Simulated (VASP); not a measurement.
**Y3LuO2: single point with PBE**

Y3LuO2:

```
Y Lu O
1.0
     5.35034    0.00000    0.00000
    -2.67517    4.63353    0.00000
     0.00000    0.00000    4.76857
Y Lu O
3 1 2
Cartesian
  2.6752 0.0000 2.3843
  -1.3376 2.3168 2.3843
  1.3376 2.3168 2.3843
  0.0000 0.0000 0.0000
  0.0000 0.0000 1.7917
  0.0000 0.0000 2.9769
```

The cell was generated, and may not be a known phase.

* Program: VASP 6.6.1
* Task: single point
* Functional: PBE
* Potentials or basis: VASP PAW PBE potentials, release 64 (Y_sv, Lu, O)
* Cutoff: 520 eV
* k mesh: 6 × 6 × 4
* Occupations: gaussian, width 0.1 eV
* Spin: no spin polarisation

```
Pressure               : 39.4 GPa
Largest force          : 6.447 eV/Å
Band gap on the k mesh : zero (bands 35 and 36 overlap by 1.51 eV)
```

Forces on the atoms (eV/Å):
```
Y    0.000  0.000  0.000
Y    0.000  0.000  0.000
Y    0.000  0.000  0.000
Lu   0.000  0.000  0.000
O    0.000  0.000 -6.447
O    0.000  0.000  6.447
```

Stress tensor (GPa, compression positive):
```
27.44  0.00  0.00
 0.00 27.44  0.00
 0.00  0.00 63.30
```

Levels at points of the mesh, in eV from the Fermi level:
```tsv
k point	band 31	band 32	band 33	band 34	band 35	band 36	band 37	band 38	band 39	band 40
(0.00, 0.00, 0.00)	-4.31	-2.75	-1.79	-1.79	-1.72	-0.51	0.39	0.39	1.17	1.17
(0.50, 0.00, 0.00)	-2.43	-2.29	-1.07	-0.71	0.45	0.66	0.69	0.98	1.10	1.29
(0.00, 0.00, 0.50)	-2.86	-2.67	-2.26	-1.48	-1.48	-0.85	0.62	0.62	0.83	1.01
(0.50, 0.00, 0.50)	-2.19	-1.83	-1.39	-0.72	0.52	0.52	0.77	1.18	1.44	1.99
```

It took 5.6 min on 1 thread of Intel Xeon 8259CL (shared host), peak memory 0.31 GiB.

Caveat: the standard files for N, O and F lose accuracy on very short bonds; the stress differs along the axes, from 27 to 63 GPa; spin-orbit coupling is left out, which moves the levels of the heavy elements; forces of over 1 eV/Å act on the atoms, so gaps and moduli don't describe the material at rest.
